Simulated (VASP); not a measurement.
A run of VASP 6.6.1 is set up as follows.

Contents of INCAR:

```
SYSTEM = SiC
ALGO = Normal
EDIFF = 1E-8
ENCUT = 520
GGA = PE
IBRION = 8
ISIF = 2
ISMEAR = 0
LASPH = .TRUE.
LCHARG = .FALSE.
LREAL = .FALSE.
LWAVE = .FALSE.
NELM = 100
NSW = 1
PREC = Accurate
SIGMA = 0.05
```

Contents of KPOINTS:

```
k-points
0
G
  10 10 6
  0 0 0
```

File POSCAR:

```
SiC
1.0
    0.0000000000     -2.1898271435     -2.1898271435
    0.0000000000      2.1898271435     -2.1898271435
    4.3796542871      0.0000000000      0.0000000000
Si C
2 2
Direct
    0.5000000000      0.5000000000      0.5000000000
    0.0000000000      0.0000000000      0.0000000000
    1.0000000000      0.5000000000      0.2500000000
    0.5000000000      0.0000000000      0.7500000000
```

Potentials or basis: VASP PAW PBE potentials, release 64 (Si, C).

Command:

```bash
$ cat potpaw_PBE.64/Si/POTCAR potpaw_PBE.64/C/POTCAR > POTCAR
$ mpirun -np 1 vasp_std > vasp.out
```

Task: What does it give for the highest phonon frequency at Γ, LO-TO splitting left out?

Result: 803 cm⁻¹.

Phonon frequencies in cm⁻¹ (negative: imaginary):
```
              q point                                frequencies
(0.000, 0.000, 0.000)  0 0 0 361 361 624 742 742 775 776 776 803
```
